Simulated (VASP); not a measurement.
Input of a VASP 6.6.1 run:

The input INCAR:

```
SYSTEM = Pt3Rh
PREC = Accurate ; ENCUT = 520
EDIFF = 1E-6 ; ISMEAR = -1
SIGMA = 0.05 ; LREAL = .FALSE.
LASPH = .TRUE. ; NELM = 80
ALGO = Normal ; ISIF = 2
LWAVE = .FALSE. ; LCHARG = .FALSE.
GGA = PS ; NBANDS = 30
```

File KPOINTS:

```
regular mesh
0
G
  7 7 7
  0 0 0
```

The input POSCAR:

```
Pt3Rh
1.0
    3.8300533491      0.0000000000      0.0000000000
    0.0000000000      3.8300533491      0.0000000000
    0.0000000000      0.0000000000      3.8300533491
Pt Rh
3 1
Direct
    0.0000000000      0.0000000000      0.5000000000
    0.0000000000      0.5000000000      0.0000000000
    0.5000000000      0.0000000000      0.0000000000
    0.5000000000      0.5000000000      0.5000000000
```

Potentials or basis: VASP PAW PBE potentials, release 64 (Pt, Rh_pv).

Run with:

```bash
$ cat potpaw_PBE.64/Pt/POTCAR potpaw_PBE.64/Rh_pv/POTCAR > POTCAR
$ mpirun -np 1 vasp_std > vasp.out
```

**Question.** Predict the pressure.

**Answer.** 13.1 GPa.

Caveat: the PAW data sets were made with another functional, which shifts forces and pressure a little.
